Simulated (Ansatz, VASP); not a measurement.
**Pt in VASP and in Ansatz**

```xyz
5
Lattice="2.8085 0.0000 0.0000 0.0000 3.9719 0.0000 0.0000 0.0000 21.6171" Properties=species:S:1:pos:R:3 pbc="T T T"
Pt    0.0000    0.0000    8.1396
Pt    1.4043    1.9859    9.3096
Pt    0.0000    0.0000   10.8085
Pt    1.4043    1.9859   12.3075
Pt    0.0000    0.0000   13.4775
```

Alike in both runs: task single point; functional PBE; k mesh 14 × 10 × 1; occupations fermi-dirac, width 0.1 eV; no spin polarisation.

|  | VASP | Ansatz |
| --- | --- | --- |
| version | VASP 6.6.1 | Ansatz 0.2.0 |
| potentials or method | VASP PAW PBE potentials, release 64 (Pt) | PAW with Ansatz's default frozen-core files, scalar-relativistic |
| plane-wave cutoff (eV) | 520 | 420 |
| valence electrons in the cell | 50 | 90 |

VASP gave:

- rms of the force components (eV/Å): 0.012

Q: Which values does Ansatz return?

A: rms of the force components (eV/Å): 0.003.

Atom by atom the forces differ by 0.011 eV/Å (rms over components). VASP's potentials hold 50 valence electrons a cell and Ansatz's 90, so a difference there can come from the potentials and not from the codes.

Neither program's run includes spin-orbit coupling.
